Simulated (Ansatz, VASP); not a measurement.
Li2Se: VASP beside Ansatz

```xyz
3
Lattice="0.0000 2.9575 2.9575 2.9575 0.0000 2.9575 2.9575 2.9575 0.0000" Properties=species:S:1:pos:R:3 pbc="T T T"
Li    1.4788    1.4788    1.4788
Li    4.4363    4.4363    4.4363
Se    0.0000    0.0000    0.0000
```

Alike in both runs: task single point; functional PBEsol; k mesh 6 × 6 × 6; no spin polarisation.

|  | VASP | Ansatz |
| --- | --- | --- |
| version | VASP 6.6.1 | Ansatz 0.2.0 |
| potentials or method | VASP PAW PBE potentials, release 64 (Li_sv, Se), cutoff 750 eV | all-electron LAPW, scalar-relativistic |
| occupations | gaussian, width 0.01 eV | fixed |

```csv
,VASP,Ansatz,Ansatz less VASP
gap on the k mesh at the Fermi level (eV),2.79,2.80,+0.007
pressure (GPa),0.6,0.5,-0.03
```

VASP's potentials were made for PBE, not for PBEsol. Ansatz ran all-electron here, and VASP with PAW potentials.
